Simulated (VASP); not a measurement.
## SiC (Moissanite 3C): single point with r2SCAN

SiC (Moissanite 3C):

```xyz
2
Lattice="0.0000 2.0552 2.0552 2.0552 0.0000 2.0552 2.0552 2.0552 0.0000" Properties=species:S:1:pos:R:3 pbc="T T T"
Si    0.0000    0.0000    0.0000
C     1.0276    1.0276    1.0276
```

This cell differs from its parent crystal: volume scaled by 0.840.

| Item | Value |
| --- | --- |
| Program | VASP 6.6.1 |
| Task | single point |
| Functional | r2SCAN |
| Potentials or basis | VASP PAW PBE potentials, release 64 (Si, C) |
| Cutoff | 520 eV |
| k mesh | 10 × 10 × 10 |
| Occupations | gaussian, width 0.05 eV |
| Spin | no spin polarisation |

The pressure is 54.8 GPa and the band gap on the k mesh is 1.59 eV, indirect (least direct gap 5.26 eV).

Levels at points of the mesh, in eV from the valence-band top:
| k point | band 1 | band 2 | band 3 | band 4 | band 5 | band 6 | band 7 | band 8 | band 9 |
| --- | --- | --- | --- | --- | --- | --- | --- | --- | --- |
| (0.00, 0.00, 0.00) | -17.64 | 0.00 | 0.00 | 0.00 | 9.09 | 9.28 | 9.28 | 9.28 | 16.36 |
| (0.50, 0.00, 0.00) | -13.32 | -9.84 | -1.13 | -1.13 | 7.78 | 8.56 | 8.56 | 12.04 | 19.97 |
| (0.50, 0.50, 0.00) | -11.66 | -8.66 | -3.67 | -3.67 | 1.59 | 5.57 | 17.41 | 17.41 | 18.74 |

It took 16 s on 1 thread of Intel(R) Xeon(R) 6975P-C (Granite Rapids), on a shared host, peak memory 0.13 GiB.

Caveat: the PAW data sets were made with another functional, which shifts forces and pressure a little. A k mesh can miss the band edges.
